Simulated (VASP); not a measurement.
Input of a VASP 6.6.1 run:

The input INCAR:

```
PREC = Accurate
ENCUT = 700
EDIFF = 1E-6
ISMEAR = 0
SIGMA = 0.1
LREAL = False
LASPH = True
NELM = 120
ALGO = Normal
ISIF = 2
LWAVE = False
LCHARG = True
GGA = PE
LELF = True
LVHAR = True
NBANDS = 30
GGA_COMPAT = False
```

KPOINTS

```
Automatic mesh
0
Gamma
  4 4 6
```

File POSCAR:

```
CuH2
1.0
    4.8628382808      0.0000000000      0.0000000000
    0.0000000000      5.2282333722      0.0000000000
    0.0000000000      0.0000000000      2.3854580776
Cu H
2 4
Direct
    0.0000000000      0.0000000000      0.0000000000
    0.5000000000      0.5000000000      0.5000000000
    0.6712144174      0.6396384549      0.0000000000
    0.8287855826      0.1396384549      0.5000000000
    0.1712144174      0.8603615451      0.5000000000
    0.3287855826      0.3603615451      0.0000000000
```

Potentials or basis: VASP PAW PBE potentials, release 64 (Cu_sv_GW, H).

Command:

```sh
$ cat potpaw_PBE.64/Cu_sv_GW/POTCAR potpaw_PBE.64/H/POTCAR > POTCAR
$ mpirun -np 1 vasp_std > vasp.out
```

What does it give for the band gap on the k mesh?

Zero (bands 21 and 22 overlap by 5.34 eV).

Predict the largest force.

0.004 eV/Å.

Forces on the atoms (eV/Å):
```
Cu   0.000  0.000  0.000
Cu   0.000  0.000  0.000
H   -0.003 -0.002  0.000
H    0.003 -0.002  0.000
H   -0.003  0.002  0.000
H    0.003  0.002  0.000
```

Caveat: the k points lie up to 0.44 Å⁻¹ apart, too coarse for converged energies and pressures of a metal; the cell differs from its parent crystal (atoms taken out).
